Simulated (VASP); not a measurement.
Pb: relaxation of cell and atoms with PBE

The system is Pb.

```
Pb
1.0
     0.00000    2.23241    2.23241
     2.23241    0.00000    2.23241
     2.23241    2.23241    0.00000
Pb
1
Direct
  0.00000 0.00000 0.00000
```

```
Program                : VASP 6.6.1
Task                   : relaxation of cell and atoms
Functional             : PBE
Potentials or basis    : VASP PAW PBE potentials, release 64 (Pb_d)
Cutoff                 : 500 eV
k mesh                 : 15 × 15 × 15
Occupations            : fermi-dirac, width 0.05 eV
Spin                   : no spin polarisation
Target pressure        : 35 GPa
Dipole correction      : no
Further INCAR settings : ALGO = Normal; EDIFF = 1e-07; IBRION = 2; EDIFFG = -0.005; NSW = 60; ISIF = 3
```

- Relaxed volume: 22.22 Å³/atom
- Relaxed cell: a = 3.156 Å, b = 3.156 Å, c = 3.156 Å, α = 60.00°, β = 60.00°, γ = 60.00°
- Space group after relaxing (to 0.1 Å): Fm-3m (No. 225)
- Energy change on relaxing (the run minimises the enthalpy): +6.1 meV/atom
- Ionic steps: 3
- Pressure after relaxing: 35.0 GPa
- Band gap on the k mesh: zero (bands 7 and 8 overlap by 11.95 eV)

Step by step:
```
step  energy change (eV)  largest force (eV/Å)  pressure (GPa)  volume (Å³)
   1              0.0000                0.0000           34.77        22.25
   2              0.0221                0.0000           35.61        22.15
   3              0.0061                0.0000           35.01        22.22
```

Final structure:
```
Pb
1.0
     0.00000    2.23148    2.23148
     2.23148    0.00000    2.23148
     2.23148    2.23148    0.00000
Pb
1
Direct
  0.00000 0.00000 0.00000
```

Levels at points of the mesh, in eV from the Fermi level:
| k point | band 4 | band 5 | band 6 | band 7 | band 8 | band 9 | band 10 | band 11 |
| --- | --- | --- | --- | --- | --- | --- | --- | --- |
| (0.00, 0.00, 0.00) | -17.47 | -17.47 | -14.61 | 9.41 | 9.69 | 9.69 | 9.69 | 14.85 |

Run time: 19 s on 1 thread of Intel(R) Xeon(R) 6975P-C (Granite Rapids), with other jobs on the host, peak memory 0.16 GiB.

Caveat: the cell is relaxed towards a set pressure, so the run minimises the enthalpy, not the energy; spin-orbit coupling is left out, which moves the levels of the heavy elements.
